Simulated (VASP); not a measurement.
Runs of VASP 6.6.1 on Mo. The structure is that of space group P6_3/mmc (No. 194), or close to it. The cells are those of the table. This isn't the form of Mo at room conditions, which is bcc.

| task | cell | k mesh | cutoff (eV) | gap on the mesh (eV) | pressure (GPa) |
| --- | --- | --- | --- | --- | --- |
| single point | a = 2.768, b = 2.768, c = 4.909 Å, angles 90.0, 90.0, 120.0°, 2 atoms | 21 × 21 × 11 | 520 | none | 0.5 |
| single point | a = 2.804, b = 2.804, c = 4.973 Å, angles 90.0, 90.0, 120.0°, 2 atoms | 15 × 15 × 7 | 520 | none | (b) |
| relaxation of cell and atoms | relaxed from a = 2.804, b = 2.804, c = 4.579 Å, angles 90.0, 90.0, 120.0°, 2 atoms | 13 × 13 × 7 | 600 | none | 0.0 |
| single point | a = 2.768, b = 2.768, c = 4.909 Å, angles 90.0, 90.0, 120.0°, 2 atoms | 13 × 13 × 7 | 520 | none | 0.4 |
| single point | a = 2.874, b = 2.874, c = 5.098 Å, angles 90.0, 90.0, 120.0°, 2 atoms | 15 × 15 × 7 | 520 | none | -20.3 |
| single point | a = 2.840, b = 2.840, c = 5.036 Å, angles 90.0, 90.0, 120.0°, 2 atoms | 15 × 15 × 7 | 520 | none | -14.8 |
| single point | a = 2.652, b = 2.652, c = 4.704 Å, angles 90.0, 90.0, 120.0°, 2 atoms | 15 × 15 × 7 | 520 | none | 39.0 |
| single point | a = 2.730, b = 2.730, c = 4.843 Å, angles 90.0, 90.0, 120.0°, 2 atoms | 15 × 15 × 7 | 520 | none | 10.7 |
| single point | a = 2.692, b = 2.692, c = 4.774 Å, angles 90.0, 90.0, 120.0°, 2 atoms | 15 × 15 × 7 | 520 | none | (a) |
| single point | a = 2.768, b = 2.768, c = 4.909 Å, angles 90.0, 90.0, 120.0°, 2 atoms | 15 × 15 × 7 | 520 | none | 0.4 |

Alike in all rows: level revPBE; potentials or basis VASP PAW PBE potentials, release 64 (Mo_sv); no spin polarisation; smearing fermi-dirac 0.1 eV.

Task: Fill in the values left out.

Result: (a) 23.4; (b) -8.0.

Caveats: the PAW data sets were made with another functional, which shifts forces and pressure a little; the cell stands under tension (at least some runs); the cell stands under pressure (at least some runs).

A k mesh can miss the band edges, and the runs leave out spin-orbit coupling on Mo.

A gap of «none» marks levels without a gap at the run's occupations.
